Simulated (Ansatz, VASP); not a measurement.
**Sb2Mo: VASP beside Ansatz**

```
CELL_PARAMETERS angstrom
3.98560 0.00000 0.00000
-1.99280 3.45163 0.00000
0.00000 0.00000 6.37696
ATOMIC_POSITIONS crystal
Mo 0.00000 0.00000 0.00000
Sb 0.33333 0.66667 0.25000
Sb 0.66667 0.33333 0.75000
```

Alike in both runs: task relaxation of cell and atoms; functional PBE; k mesh 12 × 12 × 7; occupations fermi-dirac, width 0.03 eV; no spin polarisation.

```csv
,VASP,Ansatz
version,VASP 6.6.1,Ansatz 0.2.0
potentials or method,"VASP PAW PBE potentials, release 64 (Mo_sv, Sb)","PAW with Ansatz's default frozen-core files, scalar-relativistic"
plane-wave cutoff (eV),600,420
valence electrons in the cell,24,44
```

|  | VASP | Ansatz | Ansatz less VASP |
| --- | --- | --- | --- |
| relaxed volume (Å³/atom) | 22.58 | 22.62 | +0.041 |
| relaxed cell length with the largest relative difference (Å) | 6.460 | 6.471 | +0.0102 |

VASP's potentials hold 24 valence electrons a cell and Ansatz's 44, so a difference there can come from the potentials and not from the codes.

Spin-orbit coupling is off throughout. Noted on VASP's run: the volume moved by over 15 % at a fixed basis, so the end points are rough.
